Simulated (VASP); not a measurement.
CaMg3C6N6, 16 atoms in the cell. Symmetry: Fm-3m, No. 225, cubic system. Conventional cell: a = 11.711 Å, b = 11.711 Å, c = 11.711 Å, α = 90.00°, β = 90.00°, γ = 90.00°. Within 3.3 Å of Ca (site symmetry m-3m) lie 6 C at 2.54 Å. Mg (site symmetry m-3m) has 6 N at 2.15 Å within 2.8 Å. Within 5.5 Å of Mg (site symmetry -43m) lie 12 C at 4.16 Å and 12 N at 4.21 Å and 4 Ca at 5.07 Å and 4 Mg at 5.07 Å. Within 1.6 Å of C (site symmetry 4mm) lie 1 N at 1.17 Å. N (site symmetry 4mm) has 1 C at 1.17 Å within 1.6 Å. 

```yaml
Program: VASP 6.6.1
Task: single point
Functional: PBE
Potentials_or_basis: VASP PAW PBE potentials, release 64 (Ca_sv, Mg, C, N)
Cutoff: 520 eV
k_mesh: 4 × 4 × 4
Occupations: gaussian, width 0.02 eV
Spin: collinear spin
Starting_moments: "[0.0, 0.0, 0.84, 0.84, 0.0, 0.0, 0.0, 0.0, 0.0, 0.0, 0.0, 0.0, 0.0, 0.0, 0.0, 0.0] μB"
Dipole_correction: no
Further_INCAR_settings: LREAL = Auto; ALGO = Normal; EDIFF = 1e-06; NBANDS = 53
```

Potentials or basis: VASP PAW PBE potentials, release 64 (Ca_sv, Mg, C, N).

Launch:

```sh
$ cat potpaw_PBE.64/Ca_sv/POTCAR potpaw_PBE.64/Mg/POTCAR potpaw_PBE.64/C/POTCAR potpaw_PBE.64/N/POTCAR > POTCAR
$ mpirun -np 1 vasp_std > vasp.out
```

Hardware: 1 thread of Intel Xeon 8259CL, with other jobs on the host.

Problem. How long does it take, and how much memory?

Solution. It took 27 min on 1 thread of Intel Xeon 8259CL, on a shared host, peak memory 0.85 GiB. Counts: scf iterations 19, k points 8.
